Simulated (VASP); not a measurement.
# SiC in VASP: a series of runs, part 3 of 3

VASP 6.6.1. Earlier steps stand in the parts before.

### Step 5. Single point, PBE (uniaxial x strain -2.0%)

The input, INCAR:

```
PREC = Accurate
ENCUT = 520
EDIFF = 1E-6
ISMEAR = -1
SIGMA = 0.02
LREAL = False
LASPH = True
NELM = 80
ALGO = Normal
ISIF = 2
LWAVE = False
LCHARG = False
GGA = PE
NBANDS = 11
```

The input, KPOINTS:

```
regular mesh
0
Gamma
  10 10 10
```

The input, POSCAR:

```
SiC
1.0
    0.0000000000      2.1780523450      2.1780523450
    2.1344912981      0.0000000000      2.1780523450
    2.1344912981      2.1780523450      0.0000000000
Si C
1 1
Direct
    0.0000000000      0.0000000000      0.0000000000
    0.2500000000      0.2500000000      0.2500000000
```

Potentials or basis: VASP PAW PBE potentials, release 64 (Si, C).

Launch:

```
> cat potpaw_PBE.64/Si/POTCAR potpaw_PBE.64/C/POTCAR > POTCAR
> mpirun -np 1 vasp_std > vasp.out
```

OUTCAR:

```text
PREC = Accurate
   ENCUT = 520
   EDIFF = 1E-6
   ISMEAR = -1
   LREAL = False
   LASPH = True
   NELM = 80
   ISIF = 2
   GGA = PE

 ion  position               nearest neighbor table
   1  0.000  0.000  0.000-   2 1.87   2 1.87   2 1.87   2 1.87
   2  0.250  0.250  0.250-   1 1.87   1 1.87   1 1.87   1 1.87

  LATTYP: Found a body centered tetragonal cell.
 ALAT       =     3.0802311659
 C/A-ratio  =     1.3859292911

  Lattice vectors:

 A1 = (  -2.1344912981,   0.0000000000,  -2.1780523450)
 A2 = (  -2.1344912981,   0.0000000000,   2.1780523450)
 A3 = (   2.1344912981,   2.1780523450,   0.0000000000)

Analysis of symmetry for initial positions (statically):
=====================================================================
 Subroutine PRICEL returns:
 Original cell was already a primitive cell.

 Routine SETGRP: Setting up the symmetry group for a
 body centered tetragonal supercell.

 Subroutine GETGRP returns: Found  8 space group operations
 (whereof  8 operations were pure point group operations)
 out of a pool of 16 trial point group operations.

The static configuration has the point symmetry D_2d.

Analysis of symmetry for dynamics (positions and initial velocities):
=====================================================================
 Subroutine PRICEL returns:
 Original cell was already a primitive cell.

 Routine SETGRP: Setting up the symmetry group for a
 body centered tetragonal supercell.

 Subroutine GETGRP returns: Found  8 space group operations
 (whereof  8 operations were pure point group operations)
 out of a pool of 16 trial point group operations.

The dynamic configuration has the point symmetry D_2d.

 Subroutine INISYM returns: Found  8 space group operations
 (whereof  8 operations are pure point group operations),
 and found     1 'primitive' translations

----------------------------------------------------------------------------------------

                                     Primitive cell

  volume of cell :      20.2517

  direct lattice vectors                    reciprocal lattice vectors
     0.000000000  2.178052345  2.178052345    -0.234247851  0.229562894  0.229562894
     2.134491298  0.000000000  2.178052345     0.234247851 -0.229562894  0.229562894
     2.134491298  2.178052345  0.000000000     0.234247851  0.229562894 -0.229562894

  length of vectors
     3.080231166  3.049584417  3.049584417     0.400337733  0.400337733  0.400337733

  position of ions in fractional coordinates (direct lattice)
     0.000000000  0.000000000  0.000000000
     0.250000000  0.250000000  0.250000000

  ion indices of the primitive-cell ions
   primitive index   ion index
                 1           1
                 2           2

----------------------------------------------------------------------------------------

 KPOINTS: regular mesh

Automatic generation of k-mesh.
 Grid dimensions read from file:
 generate k-points for:   10   10   10

 Generating k-lattice:

  Cartesian coordinates                     Fractional coordinates (reciprocal lattice)
    -0.023424785  0.022956289  0.022956289     0.100000000  0.000000000  0.000000000
     0.023424785 -0.022956289  0.022956289     0.000000000  0.100000000 -0.000000000
     0.023424785  0.022956289 -0.022956289     0.000000000 -0.000000000  0.100000000

  Length of vectors
     0.040033773  0.040033773  0.040033773

  Shift w.r.t. Gamma in fractional coordinates (k-lattice)
     0.000000000  0.000000000  0.000000000

 Subroutine IBZKPT returns following result:
 ===========================================

 Found    102 irreducible k-points:

 Following reciprocal coordinates:
            Coordinates               Weight
  0.000000  0.000000  0.000000      1.000000
  0.100000  0.000000  0.000000      8.000000
  0.200000  0.000000  0.000000      8.000000
  0.300000  0.000000  0.000000      8.000000
  0.400000  0.000000  0.000000      8.000000
  0.500000  0.000000  0.000000      4.000000
[... 16 lines left out ...]
  0.300000  0.300000  0.000000      4.000000
  0.400000  0.300000 -0.000000     16.000000
 [... further k-points ...]
   k-points           NKPTS =    102   k-points in BZ     NKDIM =    102   number of bands    NBANDS=     11
   number of dos      NEDOS =    301   number of ions     NIONS =      2
   total plane-waves  NPLWV =  13824
   dimension x,y,z NGX =    24 NGY =   24 NGZ =   24
   dimension x,y,z NGXF=    48 NGYF=   48 NGZF=   48
   ions per type =               1   1
   NGX,Y,Z   is equivalent  to a cutoff of  12.95, 13.08, 13.08 a.u.
   NGXF,Y,Z  is equivalent  to a cutoff of  25.91, 26.17, 26.17 a.u.
 SYSTEM =  unknown system
   PREC   = accura    normal or accurate (medium, high low for compatibility)
   ISTART =      0    job   : 0-new  1-cont  2-samecut
   ICHARG =      2    charge: 1-file 2-atom 10-const
   ISPIN  =      1    spin polarized calculation?
   LNONCOLLINEAR =      F non collinear calculations
   LSORBIT =      F    spin-orbit coupling
   LASPH  =      T    aspherical Exc in radial PAW
   ENCUT  =  520.0 eV  38.22 Ry    6.18 a.u.   5.73  5.67  5.67*2*pi/ulx,y,z
   NELM   =     80;   NELMIN=  2; NELMDL= -5     # of ELM steps
   EDIFF  = 0.1E-05   stopping-criterion for ELM
   LREAL  =      F    real-space projection
   EDIFFG = 0.1E-04   stopping-criterion for IOM
   NSW    =      0    number of steps for IOM
   IBRION =     -1    ionic relax: 0-MD 1-quasi-New 2-CG
   NFREE  =      0    steps in history (QN), initial steepest desc. (CG)
   ISIF   =      2    stress and relaxation
   ISYM   =      2    0-nonsym 1-usesym 2-fastsym
   POTIM  = 0.5000    time-step for ionic-motion
   TEBEG  =    0.0;   TEEND  =   0.0 temperature during run
   PSTRESS=    0.0 pullay stress
   NELECT =       8.0000    total number of electrons
   NUPDOWN=      -1.0000    fix difference up-down
   EMIN   =  10.00;   EMAX   =-10.00  energy-range for DOS
   EFERMI =   0.00;   METHOD = LEGACY
   ISMEAR =    -1;   SIGMA  =   0.02  broadening in eV -4-tet -1-fermi 0-gaus
   EFERMI_NEDOS =   21; number of points for ismear=-14 and -15
   IALGO  =     38    algorithm
   IMIX   =      4    mixing-type and parameters
     AMIX     =   0.40;   BMIX     =  1.00
     AMIX_MAG =   1.60;   BMIX_MAG =  1.00
  volume/ion in A,a.u.               =      10.13        68.33
  Fermi-wavevector in a.u.,A,eV,Ry     =   1.201207  2.269952 19.631820  1.442898
  Thomas-Fermi vector in A             =   2.337022
   LORBIT       =      0    0 simple, 1 ext, 2 COOP (PROOUT), +10 PAW based schemes
   GGA     = PE    functional components
   LHFCALC =     F    Hartree Fock is set to
   AEXX    =    0.0000 exact exchange contribution
   IVDW    =     0    specifies the selected vdW correction
   LEPSILON=     F    determine dielectric tensor
   LRPA    =     F    only Hartree local field effects (RPA)
 non-spin polarized calculation
  energy-cutoff  :      520.00
  volume of cell :       20.25
 maximum number of plane-waves:       560
   NGX = 11   NGY = 11   NGZ = 11

 number of electron       8.0000000 magnetization

 Free energy of the ion-electron system (eV)
  ---------------------------------------------------
  ext. energy  EPLUGINS =         0.00000000
  ---------------------------------------------------
  free energy    TOTEN  =       -15.03765456 eV

  energy without entropy =      -15.03765456  energy(sigma->0) =      -15.03765456

 E-fermi :   8.8429     XC(G=0): -11.4510

 val. band max:        8.4407493819   @ k =   0.0000   0.0000   0.0000
 cond. band min:       9.5659623153   @ k =   0.0000   0.5000   0.5000
 fundamental gap:      1.1252129334
 Fermi energy:         8.8429114146

 k-point     1 :       0.0000    0.0000    0.0000
  band No.  band energies     occupation
      1      -7.2224      2.00000
      2       8.3073      2.00000
      3       8.3073      2.00000
      4       8.4407      2.00000
      5      14.8350      0.00000
      6      15.7748      0.00000
      7      15.8288      0.00000
      8      15.8288      0.00000
      9      22.6731      0.00000
     10      23.2748      0.00000
     11      25.1690      0.00000
[... 309 lines left out ...]
 k-point    24 :       0.4000    0.3000   -0.0000
  band No.  band energies     occupation
      1      -4.0592      2.00000
      2       2.6931      2.00000
      3       5.1867      2.00000
      4       5.7623      2.00000
      5      11.2795      0.00000
      6      14.1704      0.00000
      7      20.0303      0.00000
      8      20.6642      0.00000
      9      22.3058      0.00000
     10      26.6723      0.00000
     11      29.8801      0.00000

 [... further k-points ...]

------------------------ aborting loop because EDIFF is reached ----------------------------------------

  FORCE on cell =-STRESS in cart. coord.  units (eV):
  Direction    XX          YY          ZZ          XY          YZ          ZX
  --------------------------------------------------------------------------------------
  -------------------------------------------------------------------------------------
  Total        1.4588339      0.8291565      0.8291565     -0.0000000      0.0000000      0.0000000
  in kB      115.4131822     65.5973152     65.5973152     -0.0000000      0.0000000      0.0000000
  external PRESSURE =      82.2026042 kB  Pullay stress =       0.0000000 kB

 VOLUME and BASIS-vectors are now :
 -----------------------------------------------------------------------------
  energy-cutoff  :      520.00
  volume of cell :       20.25
      direct lattice vectors                 reciprocal lattice vectors
     0.000000000  2.178052345  2.178052345    -0.234247851  0.229562894  0.229562894
     2.134491298  0.000000000  2.178052345     0.234247851 -0.229562894  0.229562894
     2.134491298  2.178052345  0.000000000     0.234247851  0.229562894 -0.229562894

 POSITION                                       TOTAL-FORCE (eV/Angst)
 -----------------------------------------------------------------------------------
      0.00000      0.00000      0.00000         0.000000      0.000000      0.000000
      1.06725      1.08903      1.08903        -0.000000     -0.000000     -0.000000
 -----------------------------------------------------------------------------------
    total drift:                               -0.000000      0.000000      0.000000

  FREE ENERGIE OF THE ION-ELECTRON SYSTEM (eV)
  ---------------------------------------------------
  free  energy   TOTEN  =       -15.0376545586 eV

  energy  without entropy=      -15.0376545586  energy(sigma->0) =      -15.03765456
```

stdout:

```text
POSCAR found type information on POSCAR SiC
 POSCAR found :  2 types and       2 ions
 scaLAPACK will be used
 LDA part: xc-table for (Slater+PW92), standard interpolation
 POSCAR, INCAR and KPOINTS ok, starting setup
 FFT: planning ... GRIDC
 FFT: planning ... GRID_SOFT
 FFT: planning ... GRID
 WAVECAR not read
 entering main loop
```

Run time: 9.4 s. Hardware: 1 thread of Intel Xeon 6975P-C, shared host; peak memory 0.15 GiB.

Results:

```yaml
Free_energy: -15.0377 eV
Pressure: 8.2 GPa
Band_gap_on_the_k_mesh: 1.13 eV, indirect (least direct gap 4.54 eV)
```

Stress tensor (GPa, compression positive):
```
11.54  0.00  0.00
 0.00  6.56  0.00
 0.00  0.00  6.56
```

Caveat: the cell differs from its parent crystal (uniaxial x strain -2.0%).

### Step 6. Single point, r2SCAN (uniaxial z strain -2.0%)

The input, POSCAR:

```
SiC
1.0
    0.0000000000      2.1780523450      2.1344912981
    2.1780523450      0.0000000000      2.1344912981
    2.1780523450      2.1780523450      0.0000000000
Si C
1 1
Direct
    0.0000000000      0.0000000000      0.0000000000
    0.2500000000      0.2500000000      0.2500000000
```

The input, INCAR.step1:

```
SYSTEM = SiC
PREC = Accurate
ENCUT = 520
ISMEAR = 0
SIGMA = 0.01
LREAL = .FALSE.
LASPH = .TRUE.
NELM = 100
NBANDS = 11
GGA = PE
ALGO = Normal
EDIFF = 1E-4
LWAVE = .TRUE.
LCHARG = .FALSE.
```

The input, INCAR.step2:

```
SYSTEM = SiC
PREC = Accurate
ENCUT = 520
EDIFF = 1E-6
ISMEAR = 0
SIGMA = 0.01
LREAL = .FALSE.
LASPH = .TRUE.
NELM = 100
ALGO = Normal
ISIF = 2
LWAVE = .FALSE.
LCHARG = .FALSE.
METAGGA = R2SCAN
LMIXTAU = .TRUE.
NBANDS = 11
ISTART = 1
```

The input, KPOINTS:

```
regular mesh
0
G
  10 10 10
  0 0 0
```

Potentials or basis: VASP PAW PBE potentials, release 64 (Si, C).

Launch:

```
> cat potpaw_PBE.64/Si/POTCAR potpaw_PBE.64/C/POTCAR > POTCAR
> cp INCAR.step1 INCAR
> mpirun -np 1 vasp_std > vasp.out
> cp INCAR.step2 INCAR
> mpirun -np 1 vasp_std > vasp.out
```

It took 53 s on 1 thread of AMD EPYC 9R45 (Zen 5), shared host; peak memory 0.12 GiB.

The run converged. Its results:

| Item | Value |
| --- | --- |
| Free energy | -19.3165 eV |
| Pressure | 4.6 GPa |
| Band gap on the k mesh | 1.49 eV, indirect (least direct gap 5.06 eV) |

Stress tensor (GPa, compression positive):
```
2.76 0.00 0.00
0.00 2.76 0.00
0.00 0.00 8.22
```

Levels at points of the mesh, in eV from the valence-band top:
```tsv
k point	band 1	band 2	band 3	band 4	band 5	band 6	band 7	band 8	band 9
(0.00, 0.00, 0.00)	-16.45	-0.14	-0.14	0.00	7.01	7.88	7.94	7.94	14.92
(0.50, 0.00, 0.00)	-12.74	-9.03	-1.33	-1.08	6.07	7.59	7.96	11.00	17.54
(0.50, 0.50, 0.00)	-11.14	-8.04	-3.62	-3.62	1.49	4.57	15.24	15.24	16.43
(0.50, 0.00, 0.50)	-11.31	-8.30	-3.40	-3.37	1.69	4.94	14.99	15.67	16.08
```

Caveat: the cell differs from its parent crystal (uniaxial z strain -2.0%); the PAW data sets were made with another functional, which shifts forces and pressure a little. A k mesh can miss the band edges.

### Step 7. Single point, r2SCAN (uniaxial x strain -2.0%)

The input, POSCAR:

```
SiC
1.0
    0.0000000000      2.1780523450      2.1780523450
    2.1344912981      0.0000000000      2.1780523450
    2.1344912981      2.1780523450      0.0000000000
Si C
1 1
Direct
    0.0000000000      0.0000000000      0.0000000000
    0.2500000000      0.2500000000      0.2500000000
```

The input, INCAR.step1:

```
ALGO     = Normal         # electronic algorithm
EDIFF    = 1E-4           # SCF threshold, eV
ENCUT    = 520            # plane-wave cutoff, eV
GGA      = PE             # functional
ISMEAR   = 0              # smearing method
LASPH    = T              # aspherical terms in the spheres
LCHARG   = F              # write CHGCAR
LREAL    = F              # projectors in reciprocal space
LWAVE    = T              # write WAVECAR
NBANDS   = 11             # bands
NELM     = 100            # most SCF steps
PREC     = Accurate       # precision mode
SIGMA    = 0.01           # smearing width, eV
```

The input, INCAR.step2:

```
ALGO     = Normal         # electronic algorithm
EDIFF    = 1E-6           # SCF threshold, eV
ENCUT    = 520            # plane-wave cutoff, eV
ISIF     = 2              # what is computed and relaxed
ISMEAR   = 0              # smearing method
ISTART   = 1            
LASPH    = T              # aspherical terms in the spheres
LCHARG   = F              # write CHGCAR
LMIXTAU  = T            
LREAL    = F              # projectors in reciprocal space
LWAVE    = F              # write WAVECAR
METAGGA  = R2SCAN         # meta-GGA
NBANDS   = 11             # bands
NELM     = 100            # most SCF steps
PREC     = Accurate       # precision mode
SIGMA    = 0.01           # smearing width, eV
```

The input, KPOINTS:

```
k-points
0
Gamma
  10 10 10
```

Launch:

```
> cat potpaw_PBE.64/Si/POTCAR potpaw_PBE.64/C/POTCAR > POTCAR
> cp INCAR.step1 INCAR
> mpirun -np 1 vasp_std > vasp.out
> cp INCAR.step2 INCAR
> mpirun -np 1 vasp_std > vasp.out
```

It took 54 s on 1 thread of AMD EPYC 9R45 (Zen 5), shared host; peak memory 0.12 GiB.

It converged, with:

- Free energy: -19.3165 eV
- Pressure: 4.6 GPa
- Band gap on the k mesh: 1.49 eV, indirect (least direct gap 5.06 eV)

Stress tensor (GPa, compression positive):
```
8.22 0.00 0.00
0.00 2.76 0.00
0.00 0.00 2.76
```

Levels at points of the mesh, in eV from the valence-band top:
```tsv
k point	band 2	band 3	band 4	band 5	band 6	band 7
(0.00, 0.00, 0.00)	-0.14	-0.14	0.00	7.01	7.88	7.94
(0.50, 0.00, 0.00)	-9.03	-1.33	-1.08	6.07	7.59	7.96
(0.50, 0.50, 0.00)	-8.30	-3.40	-3.37	1.69	4.94	14.99
(0.00, 0.50, 0.50)	-8.04	-3.62	-3.62	1.49	4.57	15.24
```

Caveat: the cell differs from its parent crystal (uniaxial x strain -2.0%); the PAW data sets were made with another functional, which shifts forces and pressure a little. A k mesh can miss the band edges.

### Step 8. The runs side by side

| level | cell | smearing | gap on the mesh (eV) | pressure (GPa) |
| --- | --- | --- | --- | --- |
| r2SCAN | a = 3.080 Å, angles 60.0°, 2 atoms | gaussian 0.01 eV | 1.72 | -0.1 |
| r2SCAN | a = 3.203 Å, angles 60.0°, 2 atoms | gaussian 0.01 eV | 1.79 | -21.3 |
| PBE | a = 3.050, b = 3.050, c = 3.080 Å, angles 59.7, 59.7, 60.7°, 2 atoms | fermi-dirac 0.02 eV | 1.13 | 8.2 |
| PBE | a = 3.080, b = 3.050, c = 3.050 Å, angles 60.7, 59.7, 59.7°, 2 atoms | fermi-dirac 0.02 eV | 1.13 | 8.2 |
| r2SCAN | a = 3.050, b = 3.050, c = 3.080 Å, angles 59.7, 59.7, 60.7°, 2 atoms | gaussian 0.01 eV | 1.49 | 4.6 |
| r2SCAN | a = 3.080, b = 3.050, c = 3.050 Å, angles 60.7, 59.7, 59.7°, 2 atoms | gaussian 0.01 eV | 1.49 | 4.6 |

Alike in all rows: task single point; potentials or basis VASP PAW PBE potentials, release 64 (Si, C); no spin polarisation; k mesh 10 × 10 × 10; cutoff (eV) 520.

Caveats: the PAW data sets were made with another functional, which shifts forces and pressure a little (some runs).

Total energies depend on the potentials used, so only differences within one code and one set of settings carry meaning.
